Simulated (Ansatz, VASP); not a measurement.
**Zr7CoO16: VASP beside Ansatz**

Contents of INCAR:

```
PREC = Accurate
ENCUT = 600
EDIFF = 1E-6
ISMEAR = 0
SIGMA = 0.05
LREAL = F
LASPH = T
NELM = 200
ALGO = Normal
ISIF = 2
LWAVE = F
LCHARG = F
ISPIN = 2
MAGMOM = 2.16 0 0 0 0 0 0.01 0 0.35 0 0.11 0.01 0.01 0.02 0.01 0.12 0.01 0.04 0 0.01 0.01 0 0.06 0.01
LORBIT = 11
LMAXMIX = 4
GGA = PS
NBANDS = 116
GGA_COMPAT = F
KPAR = 4
```

The input KPOINTS:

```
Automatic mesh
0
Gamma
  3 3 3
```

Contents of POSCAR:

```
Zr7CoO16
1.0
   10.2840800000      0.0000000000      0.0000000000
    5.1420400000      5.2086900000      0.0000000000
    4.2956000000      0.0000000000      5.2419900000
Co Zr O
1 7 16
Direct
    0.0068164376      0.0505627012      0.1629537776
    0.5080195274      0.0439870511      0.2154572255
    0.9416031450      0.5346591041      0.3022182261
    0.4414473278      0.5464290120      0.2874111426
    0.4819110574      0.9559208534      0.7967311292
    0.9906037955      0.9571940525      0.7775257486
    0.5594141896      0.4490768270      0.7108376147
    0.0499764110      0.4697677826      0.7109948808
    0.7152919879      0.3130576863      0.3393078573
    0.1914957621      0.3273959310      0.3550381709
    0.9877961765      0.8322675682      0.1395582150
    0.4868615714      0.8188802391      0.1473549954
    0.8042713333      0.6829990648      0.6484462056
    0.3121987160      0.6689005449      0.6408994340
    0.5122593061      0.1771503312      0.8573374890
    0.0350697823      0.1631749052      0.8376627924
    0.6049262672      0.7632881829      0.4785407772
    0.1039099876      0.7687304478      0.4730795062
    0.1204446759      0.2408937279      0.0418843908
    0.6355852917      0.2454464963      0.0323107969
    0.8775599230      0.2733954474      0.5550209038
    0.3836414874      0.2511993655      0.5325270808
    0.3761263756      0.7281754582      0.9744082893
    0.8727694648      0.7374472192      0.9824933504
```

Input for Ansatz:

```yaml
crystal:
  lattice:
    - [10.28408, 0.0, 0.0]
    - [5.14204, 5.20869, 0.0]
    - [4.2956, 0.0, 5.24199]
  atoms:
    - { symbol: Co, position: [0.0068164376, 0.0505627012, 0.1629537776], spin: 3.0 }
    - { symbol: Zr, position: [0.5080195274, 0.0439870511, 0.2154572255] }
    - { symbol: Zr, position: [0.941603145, 0.5346591041, 0.3022182261] }
    - { symbol: Zr, position: [0.4414473278, 0.546429012, 0.2874111426] }
    - { symbol: Zr, position: [0.4819110574, 0.9559208534, 0.7967311292] }
    - { symbol: Zr, position: [0.9906037955, 0.9571940525, 0.7775257486] }
    - { symbol: Zr, position: [0.5594141896, 0.449076827, 0.7108376147] }
    - { symbol: Zr, position: [0.049976411, 0.4697677826, 0.7109948808] }
    - { symbol: O, position: [0.7152919879, 0.3130576863, 0.3393078573] }
    - { symbol: O, position: [0.1914957621, 0.327395931, 0.3550381709] }
    - { symbol: O, position: [0.9877961765, 0.8322675682, 0.139558215] }
    - { symbol: O, position: [0.4868615714, 0.8188802391, 0.1473549954] }
    - { symbol: O, position: [0.8042713333, 0.6829990648, 0.6484462056] }
    - { symbol: O, position: [0.312198716, 0.6689005449, 0.640899434] }
    - { symbol: O, position: [0.5122593061, 0.1771503312, 0.857337489] }
    - { symbol: O, position: [0.0350697823, 0.1631749052, 0.8376627924] }
    - { symbol: O, position: [0.6049262672, 0.7632881829, 0.4785407772] }
    - { symbol: O, position: [0.1039099876, 0.7687304478, 0.4730795062] }
    - { symbol: O, position: [0.1204446759, 0.2408937279, 0.0418843908] }
    - { symbol: O, position: [0.6355852917, 0.2454464963, 0.0323107969] }
    - { symbol: O, position: [0.877559923, 0.2733954474, 0.5550209038] }
    - { symbol: O, position: [0.3836414874, 0.2511993655, 0.5325270808] }
    - { symbol: O, position: [0.3761263756, 0.7281754582, 0.9744082893] }
    - { symbol: O, position: [0.8727694648, 0.7374472192, 0.9824933504] }
basis:
  ecutwfc: 420
  ecutrho_ratio: 4
kpoints:
  mp_grid: { grid: [3, 3, 3] }
hamiltonian:
  xc: pbesol
  hubbard:
    sites:
      - { site: 0, l: d, u_eff: 0.0, starting_ns: [{ spin: up, occupation_matrix: s0up }, { spin: down, occupation_matrix: s0down }] }
    occupation_matrices:
      s0up:
        matrix:
          - [0.97, 0.0, 0.0, 0.0, 0.0]
          - [0.0, 0.97, 0.0, 0.0, 0.0]
          - [0.0, 0.0, 0.97, 0.0, 0.0]
          - [0.0, 0.0, 0.0, 0.02, 0.0]
          - [0.0, 0.0, 0.0, 0.0, 0.97]
      s0down:
        matrix:
          - [0.02, 0.0, 0.0, 0.0, 0.0]
          - [0.0, 0.02, 0.0, 0.0, 0.0]
          - [0.0, 0.0, 0.97, 0.0, 0.0]
          - [0.0, 0.0, 0.0, 0.02, 0.0]
          - [0.0, 0.0, 0.0, 0.0, 0.02]
    ns_hold: { iters: 5 }
scf:
  occupations: { method: gaussian, width: 0.05 }
  lower_state_search: "off"
  max_iter: 150
output:
  forces: true
  stress: true
  eigenvalues: true
  populations: true
  hubbard: { sites: [{ site: 0, l: d }] }
magnetization:
  spin_polarized: true
```

Alike in both runs: task single point; functional PBEsol; k mesh 3 × 3 × 3; occupations gaussian, width 0.05 eV; collinear spin.

```csv
,VASP,Ansatz
version,VASP 6.6.1,Ansatz 0.2.0
potentials or method,"VASP PAW PBE potentials, release 64 (Co, Zr_sv, O), cutoff 600 eV","scalar-relativistic, plane waves, PAW"
valence electrons in the cell,189,197
```

|  | VASP | Ansatz | Ansatz less VASP |
| --- | --- | --- | --- |
| gap on the k mesh at the Fermi level (eV) | 0.24 | 0.25 | +0.015 |
| least direct gap on the mesh (eV) | 0.25 | 0.28 | +0.028 |
| pressure (GPa) | -4.6 | -3.9 | +0.73 |
| traceless stress, the component that is largest in VASP (GPa) | 1.96 | 1.44 | -0.520 |
| rms of the force components (eV/Å) | 0.243 | 0.117 | -0.1262 |
| net moment per atom (μB) | 0.04 | 0.12 | +0.083 |
| size of the moment on the site where the two differ most (μB) | 0.74 | 1.96 | +1.226 |

VASP's potentials were made for PBE, not for PBEsol. Site moments also hang on the region over which each program counts them. Atom by atom the forces differ by 0.173 eV/Å (rms over components). VASP's potentials hold 189 valence electrons a cell and Ansatz's 197, so a difference there can come from the potentials and not from the codes. Ansatz's warnings: specified occupation not kept.
